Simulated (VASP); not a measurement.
# Se in VASP: a series of runs, part 2 of 3

VASP 6.6.1.

## 3. Electric field gradients, PBEsol (zz strain of +2 %)

The input, INCAR:

```
SYSTEM = Se
ALGO     = Normal         ! electronic algorithm
EDIFF    = 1E-8           ! SCF threshold, eV
ENCUT    = 520            ! plane-wave cutoff, eV
GGA      = PS             ! functional
ISIF     = 2              ! what is computed and relaxed
ISMEAR   = -1             ! smearing method
LASPH    = .True.         ! aspherical terms in the spheres
LCHARG   = .False.        ! write CHGCAR
LEFG     = .True.       
LREAL    = .False.        ! projectors in reciprocal space
LWAVE    = .False.        ! write WAVECAR
NBANDS   = 16             ! bands
NELM     = 100            ! most SCF steps
PREC     = Accurate       ! precision mode
SIGMA    = 0.02           ! smearing width, eV
```

The input, KPOINTS:

```
k-points
0
Gamma
  8 8 6
  0 0 0
```

The input, POSCAR:

```
Se
1.0
    4.3551696776      0.0000000000      0.0000000000
   -2.1775848388      3.7716875786      0.0000000000
    0.0000000000      0.0000000000      5.0484390000
Se
3
Direct
    0.2170000000      0.0000000000      0.1666666667
    0.0000000000      0.2170000000      0.8333333333
    0.7830000000      0.7830000000      0.5000000000
```

Potentials or basis: VASP PAW PBE potentials, release 64 (Se).

Launch:

```console
cat potpaw_PBE.64/Se/POTCAR > POTCAR
mpirun -np 1 vasp_std > vasp.out
```

OUTCAR:

```text
SYSTEM = Se
   EDIFF = 1E-8
   ENCUT = 520
   GGA = PS
   ISIF = 2
   ISMEAR = -1
   LASPH = .True.
   LREAL = .False.
   NELM = 100
   PREC = Accurate

 ion  position               nearest neighbor table
   1  0.217  0.000  0.167-   3 2.35   2 2.35
   2  0.000  0.217  0.833-   3 2.35   1 2.35
   3  0.783  0.783  0.500-   1 2.35   2 2.35

  LATTYP: Found a hexagonal cell.
 ALAT       =     4.3551696776
 C/A-ratio  =     1.1591830798

  Lattice vectors:

 A1 = (   4.3551696776,   0.0000000000,   0.0000000000)
 A2 = (  -2.1775848388,   3.7716875786,   0.0000000000)
 A3 = (   0.0000000000,   0.0000000000,   5.0484390000)

Analysis of symmetry for initial positions (statically):
=====================================================================
 Subroutine PRICEL returns:
 Original cell was already a primitive cell.

 Routine SETGRP: Setting up the symmetry group for a
 hexagonal supercell.

 Subroutine GETGRP returns: Found  6 space group operations
 (whereof  2 operations were pure point group operations)
 out of a pool of 24 trial point group operations.

The static configuration has the point symmetry C_2 .
 The point group associated with its full space group is D_3 .

Analysis of symmetry for dynamics (positions and initial velocities):
=====================================================================
 Subroutine PRICEL returns:
 Original cell was already a primitive cell.

 Routine SETGRP: Setting up the symmetry group for a
 hexagonal supercell.

 Subroutine GETGRP returns: Found  6 space group operations
[... 159 lines left out ...]

 k-point     1 :       0.0000    0.0000    0.0000
  band No.  band energies     occupation
      1     -13.5064      2.00000
      2      -9.3686      2.00000
      3      -9.3686      2.00000
      4      -1.4585      2.00000
      5      -1.4585      2.00000
      6      -1.1965      2.00000
[... 433 lines left out ...]
      3      -8.7347      2.00000
      4      -2.8349      2.00000
      5      -2.6000      2.00000
      6      -0.8840      2.00000
[... 8 lines left out ...]
     15      11.0084      0.00000
     16      11.9489      0.00000

 [... further k-points ...]
[... 5 lines left out ...]
  --------------------------------------------------------------------------------------
  -------------------------------------------------------------------------------------
  Total        0.5500476      0.5500476      0.9983635      0.0000000     -0.0000000      0.0000000
  in kB       10.6270553     10.6270553     19.2886292      0.0000000     -0.0000000      0.0000000
  external PRESSURE =      13.5142466 kB  Pullay stress =       0.0000000 kB

 VOLUME and BASIS-vectors are now :
 -----------------------------------------------------------------------------
  energy-cutoff  :      520.00
  volume of cell :       82.93
      direct lattice vectors                 reciprocal lattice vectors
     4.355169678  0.000000000  0.000000000     0.229612179  0.132566653  0.000000000
    -2.177584839  3.771687579  0.000000000     0.000000000  0.265133307  0.000000000
     0.000000000  0.000000000  5.048439000     0.000000000  0.000000000  0.198081031

 POSITION                                       TOTAL-FORCE (eV/Angst)
 -----------------------------------------------------------------------------------
      0.94507      0.00000      0.84141         0.776400     -0.000000     -0.000000
     -0.47254      0.81846      4.20703        -0.388200      0.672382      0.000000
      1.70505      2.95323      2.52422        -0.388200     -0.672382      0.000000
 -----------------------------------------------------------------------------------
    total drift:                                0.000000      0.000000      0.000000

  FREE ENERGIE OF THE ION-ELECTRON SYSTEM (eV)
  ---------------------------------------------------
  free  energy   TOTEN  =       -11.4404916965 eV

  energy  without entropy=      -11.4404916965  energy(sigma->0) =      -11.44049170

 Electric field gradients (V/A^2)
---------------------------------------------------------------------
 ion       V_xx      V_yy      V_zz      V_xy      V_xz      V_yz
---------------------------------------------------------------------
   1     148.264  -348.822   200.558    -0.000    -0.000  -302.975
   2    -224.550    23.992   200.558  -215.245   262.384   151.488
   3    -224.550    23.992   200.558   215.244  -262.384   151.488
---------------------------------------------------------------------

 Electric field gradients after diagonalization (V/A^2)
 (convention: |V_zz| > |V_xx| > |V_yy|)
----------------------------------------------------------------------
 ion       V_xx      V_yy      V_zz     asymmetry (V_yy - V_xx)/ V_zz
----------------------------------------------------------------------
   1     334.829   148.264  -483.093       0.386
   2     334.829   148.264  -483.093       0.386
   3     334.828   148.264  -483.092       0.386
----------------------------------------------------------------------

           NMR quadrupolar parameters

 Cq : quadrupolar parameter    Cq=e*Q*V_zz/h
 eta: asymmetry parameters     (V_yy - V_xx)/ V_zz
 Q  : nuclear electric quadrupole moment in mb (millibarn)
----------------------------------------------------------------------
 ion       Cq(MHz)       eta       Q (mb)
----------------------------------------------------------------------
   1      -1.168       0.386       1.000
   2      -1.168       0.386       1.000
   3      -1.168       0.386       1.000
----------------------------------------------------------------------
```

OSZICAR:

```text
N       E                     dE             d eps       ncg     rms          rms(c)
DAV:   1     0.806079488353E+02    0.80608E+02   -0.72535E+03  1600   0.934E+02
DAV:   2    -0.633731764718E+01   -0.86945E+02   -0.82271E+02  2216   0.152E+02
DAV:   3    -0.115078106177E+02   -0.51705E+01   -0.51561E+01  1896   0.426E+01
DAV:   4    -0.115440575318E+02   -0.36247E-01   -0.36242E-01  2152   0.424E+00
DAV:   5    -0.115443111529E+02   -0.25362E-03   -0.25362E-03  1952   0.350E-01    0.725E+00
DAV:   6    -0.114695215184E+02    0.74790E-01   -0.38820E-02  1920   0.120E+00    0.448E+00
DAV:   7    -0.114414114541E+02    0.28110E-01   -0.77701E-02  1832   0.165E+00    0.205E-01
DAV:   8    -0.114404162560E+02    0.99520E-03   -0.99711E-03  1784   0.605E-01    0.961E-02
DAV:   9    -0.114404760132E+02   -0.59757E-04   -0.29971E-04  2264   0.111E-01    0.313E-02
DAV:  10    -0.114404904812E+02   -0.14468E-04   -0.30792E-05  1920   0.365E-02    0.693E-03
DAV:  11    -0.114404920386E+02   -0.15574E-05   -0.70653E-06  2160   0.153E-02    0.372E-03
DAV:  12    -0.114404917287E+02    0.30991E-06   -0.14527E-06  1968   0.747E-03    0.122E-03
DAV:  13    -0.114404917020E+02    0.26682E-07   -0.25753E-07  2088   0.279E-03    0.340E-04
DAV:  14    -0.114404916965E+02    0.55403E-08   -0.25742E-08  2096   0.921E-04
   1 F= -.11440492E+02 E0= -.11440492E+02  d E =-.320413E-11
```

It took 31 s on 1 thread of Intel Xeon Platinum 8488C (Sapphire Rapids), shared host; peak memory 0.21 GiB.

What came out:

```
Free energy            : -11.4405 eV
Pressure               : 1.4 GPa
Largest force          : 0.776 eV/Å
Band gap on the k mesh : 0.92 eV, indirect (least direct gap 0.94 eV)
```

Forces on the atoms (eV/Å):
```
Se   0.776  0.000  0.000
Se  -0.388  0.672  0.000
Se  -0.388 -0.672  0.000
```

Stress tensor (GPa, compression positive):
```
1.06 0.00 0.00
0.00 1.06 0.00
0.00 0.00 1.93
```

Electric field gradients, principal values (V/Å²):
| atom | least | middle | greatest (by size) |
| --- | --- | --- | --- |
| 1 Se | 148.264 | 334.829 | -483.093 |
| 2 Se | 148.264 | 334.829 | -483.093 |
| 3 Se | 148.264 | 334.828 | -483.092 |

Caveat: the cell differs from its parent crystal (zz strain of +2 %); without QUAD_EFG the Cq values of the log hold for a quadrupole moment of 1 mb, not for the nuclei; the PAW data sets were made with another functional, which shifts forces and pressure a little. A k mesh can miss the band edges.

## 4. Electric field gradients, PBEsol (zz strain of +2 %)

The input, INCAR:

```
  ALGO = Normal
  EDIFF = 1E-8
  ENCUT = 520
  GGA = PS
  ISIF = 2
  ISMEAR = -1
  LASPH = True
  LCHARG = False
  LEFG = True
  LREAL = False
  LWAVE = False
  NBANDS = 16
  NELM = 60
  PREC = Accurate
  SIGMA = 0.02
```

The input, KPOINTS:

```
k-points
0
Gamma
  8 8 6
```

POSCAR is that of step 3.

Potentials or basis: VASP PAW PBE potentials, release 64 (Se).

Launch:

```console
cat potpaw_PBE.64/Se/POTCAR > POTCAR
mpirun -np 1 vasp_std > vasp.out
```

OUTCAR:

```text
EDIFF = 1E-8
   ENCUT = 520
   GGA = PS
   ISIF = 2
   ISMEAR = -1
   LASPH = True
   LREAL = False
   NELM = 60
   PREC = Accurate

 ion  position               nearest neighbor table
   1  0.217  0.000  0.167-   3 2.35   2 2.35
   2  0.000  0.217  0.833-   3 2.35   1 2.35
   3  0.783  0.783  0.500-   1 2.35   2 2.35

  LATTYP: Found a hexagonal cell.
 ALAT       =     4.3551696776
 C/A-ratio  =     1.1591830798

  Lattice vectors:

 A1 = (   4.3551696776,   0.0000000000,   0.0000000000)
 A2 = (  -2.1775848388,   3.7716875786,   0.0000000000)
 A3 = (   0.0000000000,   0.0000000000,   5.0484390000)

Analysis of symmetry for initial positions (statically):
=====================================================================
 Subroutine PRICEL returns:
 Original cell was already a primitive cell.

 Routine SETGRP: Setting up the symmetry group for a
 hexagonal supercell.

 Subroutine GETGRP returns: Found  6 space group operations
 (whereof  2 operations were pure point group operations)
 out of a pool of 24 trial point group operations.

The static configuration has the point symmetry C_2 .
 The point group associated with its full space group is D_3 .

Analysis of symmetry for dynamics (positions and initial velocities):
=====================================================================
 Subroutine PRICEL returns:
 Original cell was already a primitive cell.

 Routine SETGRP: Setting up the symmetry group for a
 hexagonal supercell.

 Subroutine GETGRP returns: Found  6 space group operations
 (whereof  2 operations were pure point group operations)
 out of a pool of 24 trial point group operations.

The dynamic configuration has the point symmetry C_2 .
 The point group associated with its full space group is D_3 .

 Subroutine INISYM returns: Found  6 space group operations
 (whereof  2 operations are pure point group operations),
 and found     1 'primitive' translations

----------------------------------------------------------------------------------------

                                     Primitive cell

  volume of cell :      82.9274

  direct lattice vectors                    reciprocal lattice vectors
     4.355169678  0.000000000  0.000000000     0.229612179  0.132566653  0.000000000
    -2.177584839  3.771687579  0.000000000     0.000000000  0.265133307  0.000000000
     0.000000000  0.000000000  5.048439000     0.000000000  0.000000000  0.198081031

  length of vectors
     4.355169678  4.355169678  5.048439000     0.265133307  0.265133307  0.198081031

  position of ions in fractional coordinates (direct lattice)
     0.217000000  0.000000000  0.166666667
     0.000000000  0.217000000  0.833333333
     0.783000000  0.783000000  0.500000000

  ion indices of the primitive-cell ions
   primitive index   ion index
                 1           1
                 2           2
                 3           3

----------------------------------------------------------------------------------------

 KPOINTS: k-points

Automatic generation of k-mesh.
[... 73 lines left out ...]
   ISYM   =      2    0-nonsym 1-usesym 2-fastsym
   POTIM  = 0.5000    time-step for ionic-motion
   TEBEG  =    0.0;   TEEND  =   0.0 temperature during run
   PSTRESS=    0.0 pullay stress
   NELECT =      18.0000    total number of electrons
   NUPDOWN=      -1.0000    fix difference up-down
   EMIN   =  10.00;   EMAX   =-10.00  energy-range for DOS
   EFERMI =   0.00;   METHOD = LEGACY
   ISMEAR =    -1;   SIGMA  =   0.02  broadening in eV -4-tet -1-fermi 0-gaus
   EFERMI_NEDOS =   21; number of points for ismear=-14 and -15
   IALGO  =     38    algorithm
   IMIX   =      4    mixing-type and parameters
     AMIX     =   0.40;   BMIX     =  1.00
     AMIX_MAG =   1.60;   BMIX_MAG =  1.00
  volume/ion in A,a.u.               =      27.64       186.54
  Fermi-wavevector in a.u.,A,eV,Ry     =   0.983859  1.859225 13.170158  0.967979
  Thomas-Fermi vector in A             =   2.115049
   LORBIT       =      0    0 simple, 1 ext, 2 COOP (PROOUT), +10 PAW based schemes
   GGA     = PS    functional components
   LHFCALC =     F    Hartree Fock is set to
   AEXX    =    0.0000 exact exchange contribution
   IVDW    =     0    specifies the selected vdW correction
   LEPSILON=     F    determine dielectric tensor
   LRPA    =     F    only Hartree local field effects (RPA)
 non-spin polarized calculation
  energy-cutoff  :      520.00
  volume of cell :       82.93
 maximum number of plane-waves:      2246
   NGX = 17   NGY = 17   NGZ = 19

 number of electron      17.9999997 magnetization

 Free energy of the ion-electron system (eV)
  ---------------------------------------------------
  ext. energy  EPLUGINS =         0.00000000
  ---------------------------------------------------
  free energy    TOTEN  =       -11.44049170 eV

  energy without entropy =      -11.44049170  energy(sigma->0) =      -11.44049170

 E-fermi :   2.8656     XC(G=0):  -8.9514

 val. band max:        2.4178180698   @ k =   0.5000   0.0000   0.5000
 cond. band min:       3.3333693555   @ k =   0.3750   0.2500   0.5000
 fundamental gap:      0.9155512857
 Fermi energy:         2.8655934442

 k-point     1 :       0.0000    0.0000    0.0000
  band No.  band energies     occupation
      1     -13.5064      2.00000
      2      -9.3686      2.00000
      3      -9.3686      2.00000
      4      -1.4585      2.00000
      5      -1.4585      2.00000
      6      -1.1965      2.00000
[... 433 lines left out ...]
      3      -8.7347      2.00000
      4      -2.8349      2.00000
      5      -2.6000      2.00000
      6      -0.8840      2.00000
[... 8 lines left out ...]
     15      11.0084      0.00000
     16      11.9489      0.00000

 [... further k-points ...]
[... 5 lines left out ...]
  --------------------------------------------------------------------------------------
  -------------------------------------------------------------------------------------
  Total        0.5500476      0.5500476      0.9983635      0.0000000     -0.0000000      0.0000000
  in kB       10.6270553     10.6270553     19.2886292      0.0000000     -0.0000000      0.0000000
  external PRESSURE =      13.5142466 kB  Pullay stress =       0.0000000 kB

 VOLUME and BASIS-vectors are now :
 -----------------------------------------------------------------------------
  energy-cutoff  :      520.00
  volume of cell :       82.93
      direct lattice vectors                 reciprocal lattice vectors
     4.355169678  0.000000000  0.000000000     0.229612179  0.132566653  0.000000000
    -2.177584839  3.771687579  0.000000000     0.000000000  0.265133307  0.000000000
     0.000000000  0.000000000  5.048439000     0.000000000  0.000000000  0.198081031

 POSITION                                       TOTAL-FORCE (eV/Angst)
 -----------------------------------------------------------------------------------
      0.94507      0.00000      0.84141         0.776400     -0.000000     -0.000000
     -0.47254      0.81846      4.20703        -0.388200      0.672382      0.000000
      1.70505      2.95323      2.52422        -0.388200     -0.672382      0.000000
 -----------------------------------------------------------------------------------
    total drift:                                0.000000      0.000000      0.000000

  FREE ENERGIE OF THE ION-ELECTRON SYSTEM (eV)
  ---------------------------------------------------
  free  energy   TOTEN  =       -11.4404916965 eV

  energy  without entropy=      -11.4404916965  energy(sigma->0) =      -11.44049170

 Electric field gradients (V/A^2)
---------------------------------------------------------------------
 ion       V_xx      V_yy      V_zz      V_xy      V_xz      V_yz
---------------------------------------------------------------------
   1     148.264  -348.822   200.558    -0.000    -0.000  -302.975
   2    -224.550    23.992   200.558  -215.245   262.384   151.488
   3    -224.550    23.992   200.558   215.244  -262.384   151.488
---------------------------------------------------------------------

 Electric field gradients after diagonalization (V/A^2)
 (convention: |V_zz| > |V_xx| > |V_yy|)
----------------------------------------------------------------------
 ion       V_xx      V_yy      V_zz     asymmetry (V_yy - V_xx)/ V_zz
----------------------------------------------------------------------
   1     334.829   148.264  -483.093       0.386
   2     334.829   148.264  -483.093       0.386
   3     334.828   148.264  -483.092       0.386
----------------------------------------------------------------------

           NMR quadrupolar parameters

 Cq : quadrupolar parameter    Cq=e*Q*V_zz/h
 eta: asymmetry parameters     (V_yy - V_xx)/ V_zz
 Q  : nuclear electric quadrupole moment in mb (millibarn)
----------------------------------------------------------------------
 ion       Cq(MHz)       eta       Q (mb)
----------------------------------------------------------------------
   1      -1.168       0.386       1.000
   2      -1.168       0.386       1.000
   3      -1.168       0.386       1.000
----------------------------------------------------------------------
```

OSZICAR:

```text
N       E                     dE             d eps       ncg     rms          rms(c)
DAV:   1     0.806079488353E+02    0.80608E+02   -0.72535E+03  1600   0.934E+02
DAV:   2    -0.633731764718E+01   -0.86945E+02   -0.82271E+02  2216   0.152E+02
DAV:   3    -0.115078106177E+02   -0.51705E+01   -0.51561E+01  1896   0.426E+01
DAV:   4    -0.115440575318E+02   -0.36247E-01   -0.36242E-01  2152   0.424E+00
DAV:   5    -0.115443111529E+02   -0.25362E-03   -0.25362E-03  1952   0.350E-01    0.725E+00
DAV:   6    -0.114695215184E+02    0.74790E-01   -0.38820E-02  1920   0.120E+00    0.448E+00
DAV:   7    -0.114414114541E+02    0.28110E-01   -0.77701E-02  1832   0.165E+00    0.205E-01
DAV:   8    -0.114404162560E+02    0.99520E-03   -0.99711E-03  1784   0.605E-01    0.961E-02
DAV:   9    -0.114404760132E+02   -0.59757E-04   -0.29971E-04  2264   0.111E-01    0.313E-02
DAV:  10    -0.114404904812E+02   -0.14468E-04   -0.30792E-05  1920   0.365E-02    0.693E-03
DAV:  11    -0.114404920386E+02   -0.15574E-05   -0.70653E-06  2160   0.153E-02    0.372E-03
DAV:  12    -0.114404917287E+02    0.30991E-06   -0.14527E-06  1968   0.747E-03    0.122E-03
DAV:  13    -0.114404917020E+02    0.26682E-07   -0.25753E-07  2088   0.279E-03    0.340E-04
DAV:  14    -0.114404916965E+02    0.55403E-08   -0.25742E-08  2096   0.921E-04
   1 F= -.11440492E+02 E0= -.11440492E+02  d E =-.320413E-11
```

Run time: 30 s. Hardware: 1 thread of Intel Xeon Platinum 8488C (Sapphire Rapids), shared host; peak memory 0.21 GiB.

What came out:

```
Free energy            : -11.4405 eV
Pressure               : 1.4 GPa
Largest force          : 0.776 eV/Å
Band gap on the k mesh : 0.92 eV, indirect (least direct gap 0.94 eV)
```

Forces in eV/Å, atoms in the order of the input:
```
Se   0.776  0.000  0.000
Se  -0.388  0.672  0.000
Se  -0.388 -0.672  0.000
```

Levels at points of the mesh, in eV from the valence-band top:
| k point | band 6 | band 7 | band 8 | band 9 | band 10 | band 11 | band 12 | band 13 |
| --- | --- | --- | --- | --- | --- | --- | --- | --- |
| (0.00, 0.00, 0.00) | -3.61 | -2.04 | -2.04 | -0.34 | 1.94 | 1.94 | 2.47 | 5.81 |
| (0.50, 0.00, 0.00) | -3.32 | -2.93 | -1.88 | -1.01 | 1.98 | 2.54 | 4.23 | 5.30 |
| (0.00, 0.00, 0.50) | -3.33 | -1.44 | -1.44 | -1.19 | 1.19 | 1.42 | 1.42 | 6.04 |
| (0.50, 0.00, 0.50) | -4.22 | -1.79 | -1.42 | 0.00 | 1.36 | 2.81 | 3.05 | 6.09 |

Electric field gradients, principal values (V/Å²):
```tsv
atom	least	middle	greatest (by size)
1 Se	148.264	334.829	-483.093
2 Se	148.264	334.829	-483.093
3 Se	148.264	334.828	-483.092
```

Caveat: the cell differs from its parent crystal (zz strain of +2 %); without QUAD_EFG the Cq values of the log hold for a quadrupole moment of 1 mb, not for the nuclei; the PAW data sets were made with another functional, which shifts forces and pressure a little.

(Part 2 of 3 ends here.)
